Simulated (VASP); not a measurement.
# Pt (Im-3m) in VASP: notebook

Pt is run at these levels: r2SCAN; tasks: single point, relaxation of cell and atoms.

All numbers are computed with VASP 6.6.1; they aren't measurements. Logs are shortened: lines on timing, memory, paths and dates and some standing lists are left out, and cuts for length are marked.

### 1 The cell of the first run

Symmetry: Im-3m, No. 229, cubic system. Conventional cell: a = 3.120 Å, b = 3.120 Å, c = 3.120 Å, α = 90.00°, β = 90.00°, γ = 90.00°. Within 3.6 Å of Pt (site symmetry m-3m) lie 14 Pt at 2.70 to 3.12 Å.

This isn't the form of Pt at room conditions, which is fcc.

### 2 Single point, r2SCAN

File POSCAR:

```
Pt
1.0
   -1.5600844347      1.5600844347      1.5600844347
    1.5600844347     -1.5600844347      1.5600844347
    1.5600844347      1.5600844347     -1.5600844347
Pt
1
Direct
    0.0000000000      0.0000000000      0.0000000000
```

File INCAR.step1:

```
PREC = Accurate
ENCUT = 550
ISMEAR = 1
SIGMA = 0.05
LREAL = False
LASPH = True
NELM = 120
NBANDS = 11
GGA = PE
ALGO = Normal
EDIFF = 1E-5
LWAVE = True
LCHARG = False
GGA_COMPAT = False
```

File INCAR.step2:

```
PREC = Accurate
ENCUT = 550
EDIFF = 1E-6
ISMEAR = 1
SIGMA = 0.05
LREAL = False
LASPH = True
NELM = 120
ALGO = Normal
ISIF = 2
LWAVE = False
LCHARG = False
METAGGA = R2SCAN
LMIXTAU = True
NBANDS = 11
ISTART = 1
GGA_COMPAT = False
```

File KPOINTS:

```
regular mesh
0
Gamma
  15 15 15
```

Potentials or basis: VASP PAW PBE potentials, release 64 (Pt).

Started as:

```bash
$ cat potpaw_PBE.64/Pt/POTCAR > POTCAR
$ cp INCAR.step1 INCAR
$ mpirun -np 1 vasp_std > vasp.out
$ cp INCAR.step2 INCAR
$ mpirun -np 1 vasp_std > vasp.out
```

OUTCAR:

```text
PREC = Accurate
   ENCUT = 550
   EDIFF = 1E-6
   ISMEAR = 1
   LREAL = False
   LASPH = True
   NELM = 120
   ISIF = 2
   METAGGA = R2SCAN
   ISTART = 1

 ion  position               nearest neighbor table
   1  0.000  0.000  0.000-

  LATTYP: Found a body centered cubic cell.
 ALAT       =     3.1201688694

  Lattice vectors:

 A1 = (  -1.5600844347,   1.5600844347,   1.5600844347)
 A2 = (   1.5600844347,  -1.5600844347,   1.5600844347)
 A3 = (   1.5600844347,   1.5600844347,  -1.5600844347)

Analysis of symmetry for initial positions (statically):
=====================================================================
 Subroutine PRICEL returns:
 Original cell was already a primitive cell.

 Routine SETGRP: Setting up the symmetry group for a
 body centered cubic supercell.

 Subroutine GETGRP returns: Found 48 space group operations
 (whereof 48 operations were pure point group operations)
 out of a pool of 48 trial point group operations.

The static configuration has the point symmetry O_h .

Analysis of symmetry for dynamics (positions and initial velocities):
=====================================================================
 Subroutine PRICEL returns:
 Original cell was already a primitive cell.

 Routine SETGRP: Setting up the symmetry group for a
 body centered cubic supercell.

 Subroutine GETGRP returns: Found 48 space group operations
 (whereof 48 operations were pure point group operations)
 out of a pool of 48 trial point group operations.

The dynamic configuration has the point symmetry O_h .

 Subroutine INISYM returns: Found 48 space group operations
 (whereof 48 operations are pure point group operations),
 and found     1 'primitive' translations

----------------------------------------------------------------------------------------

                                     Primitive cell

  volume of cell :      15.1881

  direct lattice vectors                    reciprocal lattice vectors
    -1.560084435  1.560084435  1.560084435     0.000000000  0.320495474  0.320495474
     1.560084435 -1.560084435  1.560084435     0.320495474  0.000000000  0.320495474
     1.560084435  1.560084435 -1.560084435     0.320495474  0.320495474  0.000000000

  length of vectors
     2.702145505  2.702145505  2.702145505     0.453249046  0.453249046  0.453249046

  position of ions in fractional coordinates (direct lattice)
     0.000000000  0.000000000  0.000000000

  ion indices of the primitive-cell ions
   primitive index   ion index
                 1           1

----------------------------------------------------------------------------------------

 KPOINTS: regular mesh

Automatic generation of k-mesh.
 Grid dimensions read from file:
 generate k-points for:   15   15   15

 Generating k-lattice:

  Cartesian coordinates                     Fractional coordinates (reciprocal lattice)
     0.000000000  0.021366365  0.021366365     0.066666667  0.000000000  0.000000000
     0.021366365  0.000000000  0.021366365     0.000000000  0.066666667  0.000000000
     0.021366365  0.021366365  0.000000000     0.000000000  0.000000000  0.066666667

  Length of vectors
     0.030216603  0.030216603  0.030216603

  Shift w.r.t. Gamma in fractional coordinates (k-lattice)
     0.000000000  0.000000000  0.000000000

 Subroutine IBZKPT returns following result:
 ===========================================

 Found    120 irreducible k-points:

 Following reciprocal coordinates:
            Coordinates               Weight
  0.000000  0.000000  0.000000      1.000000
  0.066667  0.000000  0.000000     12.000000
  0.133333  0.000000  0.000000     12.000000
  0.200000  0.000000  0.000000     12.000000
  0.266667  0.000000  0.000000     12.000000
  0.333333  0.000000  0.000000     12.000000
[... 16 lines left out ...]
  0.333333  0.200000  0.000000     48.000000
  0.400000  0.200000  0.000000     24.000000
 [... further k-points ...]
   k-points           NKPTS =    120   k-points in BZ     NKDIM =    120   number of bands    NBANDS=     11
   number of dos      NEDOS =    301   number of ions     NIONS =      1
   total plane-waves  NPLWV =  13824
   dimension x,y,z NGX =    24 NGY =   24 NGZ =   24
   dimension x,y,z NGXF=    48 NGYF=   48 NGZF=   48
   ions per type =               1
   NGX,Y,Z   is equivalent  to a cutoff of  14.77, 14.77, 14.77 a.u.
   NGXF,Y,Z  is equivalent  to a cutoff of  29.53, 29.53, 29.53 a.u.
 SYSTEM =  unknown system
   PREC   = accura    normal or accurate (medium, high low for compatibility)
   ISTART =      1    job   : 0-new  1-cont  2-samecut
   ICHARG =      0    charge: 1-file 2-atom 10-const
   ISPIN  =      1    spin polarized calculation?
   LNONCOLLINEAR =      F non collinear calculations
   LSORBIT =      F    spin-orbit coupling
   LASPH  =      T    aspherical Exc in radial PAW
   ENCUT  =  550.0 eV  40.42 Ry    6.36 a.u.   5.17  5.17  5.17*2*pi/ulx,y,z
   NELM   =    120;   NELMIN=  2; NELMDL=  0     # of ELM steps
   EDIFF  = 0.1E-05   stopping-criterion for ELM
   LREAL  =      F    real-space projection
[... 7 lines left out ...]
   TEBEG  =    0.0;   TEEND  =   0.0 temperature during run
   PSTRESS=    0.0 pullay stress
   NELECT =      10.0000    total number of electrons
   NUPDOWN=      -1.0000    fix difference up-down
   EMIN   =  10.00;   EMAX   =-10.00  energy-range for DOS
   EFERMI =   0.00;   METHOD = LEGACY
   ISMEAR =     1;   SIGMA  =   0.05  broadening in eV -4-tet -1-fermi 0-gaus
   EFERMI_NEDOS =   21; number of points for ismear=-14 and -15
   IALGO  =     38    algorithm
   IMIX   =      4    mixing-type and parameters
     AMIX     =   0.40;   BMIX     =  1.00
     AMIX_MAG =   1.60;   BMIX_MAG =  1.00
  volume/ion in A,a.u.               =      15.19       102.49
  Fermi-wavevector in a.u.,A,eV,Ry     =   1.424208  2.691363 27.597625  2.028368
  Thomas-Fermi vector in A             =   2.544723
   LORBIT       =      0    0 simple, 1 ext, 2 COOP (PROOUT), +10 PAW based schemes
   METAGGA = R2SCAN    functional components
   LHFCALC =     F    Hartree Fock is set to
   AEXX    =    0.0000 exact exchange contribution
   IVDW    =     0    specifies the selected vdW correction
   LEPSILON=     F    determine dielectric tensor
   LRPA    =     F    only Hartree local field effects (RPA)
 non-spin polarized calculation
 Methfessel and Paxton  Order N= 1 SIGMA  =   0.05
  energy-cutoff  :      550.00
  volume of cell :       15.19
 maximum number of plane-waves:       458
 NGX is ok and might be reduce to    24
   NGX = 11   NGY = 11   NGZ = 11

 number of electron      10.0000001 magnetization

 Free energy of the ion-electron system (eV)
  ---------------------------------------------------
  ext. energy  EPLUGINS =         0.00000000
  ---------------------------------------------------
  free energy    TOTEN  =       -51.41281778 eV

  energy without entropy =      -51.41284499  energy(sigma->0) =      -51.41282685

 E-fermi :  10.6941     XC(G=0): -14.5543

 val. band max:       10.6858545609   @ k =   0.4667   0.0667   0.0000
 cond. band min:      10.7200407477   @ k =  -0.4000   0.4000   0.0667
 fundamental gap:      0.0341861868
 Fermi energy:        10.6941403362

 k-point     1 :       0.0000    0.0000    0.0000
  band No.  band energies     occupation
      1       0.5078      2.00000
      2       6.8391      2.00000
      3       6.8391      2.00000
      4       6.8391      2.00000
      5       9.4924      2.00000
      6       9.4924      2.00000
      7      28.7516      0.00000
      8      28.7516      0.00000
      9      28.7516      0.00000
     10      39.6880      0.00000
     11      39.6880      0.00000

 k-point     2 :       0.0667    0.0000    0.0000
  band No.  band energies     occupation
      1       0.7036      2.00000
      2       6.7610      2.00000
      3       6.8393      2.00000
      4       6.9988      2.00000
      5       9.3920      2.00000
      6       9.4973      2.00000
      7      28.8457      0.00000
      8      28.9225      0.00000
      9      29.0412      0.00000
     10      37.3024      0.00000
     11      37.9179      0.00000

 k-point     3 :       0.1333    0.0000    0.0000
  band No.  band energies     occupation
      1       1.2653      2.00000
      2       6.5465      2.00000
      3       6.8250      2.00000
      4       7.4674      2.00000
      5       9.1775      2.00000
      6       9.5157      2.00000
      7      28.9387      0.00000
      8      29.0716      0.00000
      9      29.8808      0.00000
     10      35.4240      0.00000
     11      35.6626      0.00000

 k-point     4 :       0.2000    0.0000    0.0000
  band No.  band energies     occupation
      1       2.0937      2.00000
      2       6.2457      2.00000
      3       6.8064      2.00000
      4       8.2111      2.00000
      5       9.0325      2.00000
      6       9.5551      2.00000
      7      28.0510      0.00000
      8      28.5019      0.00000
      9      31.1878      0.00000
     10      34.5982      0.00000
     11      34.8739      0.00000

 k-point     5 :       0.2667    0.0000    0.0000
  band No.  band energies     occupation
      1       2.9431      2.00000
      2       5.9202      2.00000
      3       6.9919      2.00000
      4       9.0628      2.00000
      5       9.1653      2.00000
      6       9.6197      2.00000
      7      25.5879      0.00000
      8      27.4242      0.00000
      9      32.8329      0.00000
     10      33.2393      0.00000
     11      34.9997      0.00000

 k-point     6 :       0.3333    0.0000    0.0000
  band No.  band energies     occupation
      1       3.4391      2.00000
      2       5.6262      2.00000
      3       7.7704      2.00000
      4       9.2417      2.00000
      5       9.7021      2.00000
      6      10.2163      2.00000
      7      22.6798      0.00000
      8      26.2373      0.00000
      9      30.8207      0.00000
     10      34.6280      0.00000
     11      35.7756      0.00000

 k-point     7 :       0.4000    0.0000    0.0000
  band No.  band energies     occupation
      1       3.5372      2.00000
      2       5.4069      2.00000
      3       8.9213      2.00000
      4       9.6850      2.00000
      5       9.7820      2.00000
      6      11.1762     -0.00000
      7      19.9303      0.00000
      8      25.3130      0.00000
      9      28.8940      0.00000
     10      36.2698      0.00000
     11      36.2783      0.00000

 k-point     8 :       0.4667    0.0000    0.0000
  band No.  band energies     occupation
      1       3.5076      2.00000
      2       5.2903      2.00000
      3       9.2931      2.00000
      4       9.8319      2.00000
      5      10.7716     -0.05075
      6      11.7762      0.00000
      7      17.9605      0.00000
      8      24.8167      0.00000
      9      27.7974      0.00000
     10      36.2069      0.00000
     11      37.3316      0.00000
[... 141 lines left out ...]
 k-point    19 :       0.3333    0.1333   -0.0000
  band No.  band energies     occupation
      1       4.0237      2.00000
      2       5.5443      2.00000
      3       7.8018      2.00000
      4       9.2373      2.00000
      5      10.0386      2.00000
      6      12.6307      0.00000
      7      19.8325      0.00000
      8      25.0754      0.00000
      9      27.5634      0.00000
     10      34.6134      0.00000
     11      37.0469      0.00000

 k-point    20 :       0.4000    0.1333    0.0000
  band No.  band energies     occupation
      1       3.9798      2.00000
      2       5.4442      2.00000
      3       8.4261      2.00000
      4       9.2720      2.00000
      5      10.3947      2.00000
      6      13.8554      0.00000
      7      17.7477      0.00000
      8      24.5021      0.00000
      9      26.8834      0.00000
     10      35.6082      0.00000
     11      36.3747      0.00000

 k-point    21 :       0.2000    0.2000    0.0000
  band No.  band energies     occupation
      1       4.1274      2.00000
      2       5.9621      2.00000
      3       6.3150      2.00000
      4       8.9092      2.00000
      5       9.8619      2.00000
      6      11.3421     -0.00000
      7      23.3153      0.00000
      8      25.7623      0.00000
      9      28.8463      0.00000
     10      32.3616      0.00000
     11      37.2808      0.00000

 k-point    22 :       0.2667    0.2000    0.0000
  band No.  band energies     occupation
      1       4.4357      2.00000
      2       5.7724      2.00000
      3       6.8186      2.00000
      4       9.0927      2.00000
      5       9.9374      2.00000
      6      12.8764      0.00000
      7      20.8789      0.00000
      8      24.3667      0.00000
      9      28.0126      0.00000
     10      33.2239      0.00000
     11      37.1728      0.00000

 k-point    23 :       0.3333    0.2000    0.0000
  band No.  band energies     occupation
      1       4.4459      2.00000
      2       5.6573      2.00000
      3       7.4214      2.00000
      4       9.2707      2.00000
      5      10.1111      2.00000
      6      14.4728      0.00000
      7      18.5670      0.00000
      8      23.3122      0.00000
      9      27.4933      0.00000
     10      34.2343      0.00000
     11      36.3262      0.00000

 k-point    24 :       0.4000    0.2000    0.0000
  band No.  band energies     occupation
      1       4.4214      2.00000
      2       5.6223      2.00000
      3       7.6628      2.00000
      4       9.3113      2.00000
      5      10.2698      2.00000
      6      15.6672      0.00000
      7      17.0958      0.00000
      8      22.8927      0.00000
      9      27.3156      0.00000
     10      35.1291      0.00000
     11      35.4335      0.00000

 [... further k-points ...]
[... 5 lines left out ...]
  --------------------------------------------------------------------------------------
  -------------------------------------------------------------------------------------
  Total        0.5436279      0.5436279      0.5436279      0.0000000     -0.0000000     -0.0000000
  in kB       57.3466474     57.3466474     57.3466474      0.0000000     -0.0000000     -0.0000000
  external PRESSURE =      57.3466474 kB  Pullay stress =       0.0000000 kB

 VOLUME and BASIS-vectors are now :
 -----------------------------------------------------------------------------
  energy-cutoff  :      550.00
  volume of cell :       15.19
      direct lattice vectors                 reciprocal lattice vectors
    -1.560084435  1.560084435  1.560084435     0.000000000  0.320495474  0.320495474
     1.560084435 -1.560084435  1.560084435     0.320495474  0.000000000  0.320495474
     1.560084435  1.560084435 -1.560084435     0.320495474  0.320495474  0.000000000

 POSITION                                       TOTAL-FORCE (eV/Angst)
 -----------------------------------------------------------------------------------
      0.00000      0.00000      0.00000         0.000000      0.000000     -0.000000
 -----------------------------------------------------------------------------------
    total drift:                                0.000000      0.000000     -0.000000

  FREE ENERGIE OF THE ION-ELECTRON SYSTEM (eV)
  ---------------------------------------------------
  free  energy   TOTEN  =       -51.4128177782 eV

  energy  without entropy=      -51.4128449934  energy(sigma->0) =      -51.41282685
```

It took 50 s on 1 thread of Intel Xeon Platinum 8259CL at 2.50GHz (Skylake/Cascade Lake), shared host; peak memory 0.16 GiB.

Results:

* Free energy: -51.4128 eV
* Pressure: 5.7 GPa
* Band gap on the k mesh: zero (bands 5 and 6 overlap by 2.42 eV)

Levels at points of the mesh, in eV from the Fermi level:
| k point | band 2 | band 3 | band 4 | band 5 | band 6 | band 7 | band 8 | band 9 |
| --- | --- | --- | --- | --- | --- | --- | --- | --- |
| (0.00, 0.00, 0.00) | -3.86 | -3.86 | -3.86 | -1.20 | -1.20 | 18.06 | 18.06 | 18.06 |

Caveat: the cell stands under pressure; the PAW data sets were made with another functional, which shifts forces and pressure a little; spin-orbit coupling is left out, which moves the levels of the heavy elements.

### 3 Single point, r2SCAN

This run uses another cell than the first one, of 15.47 Å³/atom.

File POSCAR:

```
Pt
1.0
   -1.5695297213      1.5695297213      1.5695297213
    1.5695297213     -1.5695297213      1.5695297213
    1.5695297213      1.5695297213     -1.5695297213
Pt
1
Direct
    0.0000000000      0.0000000000      0.0000000000
```

File INCAR.step1:

```
  PREC = Accurate
  ENCUT = 550
  ISMEAR = 1
  SIGMA = 0.05
  LREAL = F
  LASPH = T
  NELM = 120
  NBANDS = 11
  GGA = PE
  ALGO = Normal
  EDIFF = 1E-5
  LWAVE = T
  LCHARG = F
  GGA_COMPAT = F
```

File INCAR.step2:

```
  PREC = Accurate
  ENCUT = 550
  EDIFF = 1E-6
  ISMEAR = 1
  SIGMA = 0.05
  LREAL = F
  LASPH = T
  NELM = 120
  ALGO = Normal
  ISIF = 2
  LWAVE = F
  LCHARG = F
  METAGGA = R2SCAN
  LMIXTAU = T
  NBANDS = 11
  ISTART = 1
  GGA_COMPAT = F
```

File KPOINTS:

```
Automatic mesh
0
Gamma
  15 15 15
```

Potentials or basis: VASP PAW PBE potentials, release 64 (Pt).

Started as:

```bash
$ cat potpaw_PBE.64/Pt/POTCAR > POTCAR
$ cp INCAR.step1 INCAR
$ mpirun -np 1 vasp_std > vasp.out
$ cp INCAR.step2 INCAR
$ mpirun -np 1 vasp_std > vasp.out
```

It took 52 s on 1 thread of Intel Xeon Platinum 8259CL at 2.50GHz (Skylake/Cascade Lake), shared host; peak memory 0.16 GiB.

Results (log left out):

- Free energy: -51.4184 eV
- Pressure: 0.7 GPa
- Band gap on the k mesh: zero (bands 5 and 6 overlap by 2.34 eV)

Levels at points of the mesh, in eV from the Fermi level:
```csv
k point,band 3,band 4,band 5,band 6,band 7,band 8
"(0.00, 0.00, 0.00)",-3.76,-3.76,-1.18,-1.18,18.06,18.06
```

Caveat: the PAW data sets were made with another functional, which shifts forces and pressure a little; spin-orbit coupling is left out, which moves the levels of the heavy elements.

[end of part 1 of 2]

The gap in the log of VASP goes by the Fermi energy; the results here count the filled bands.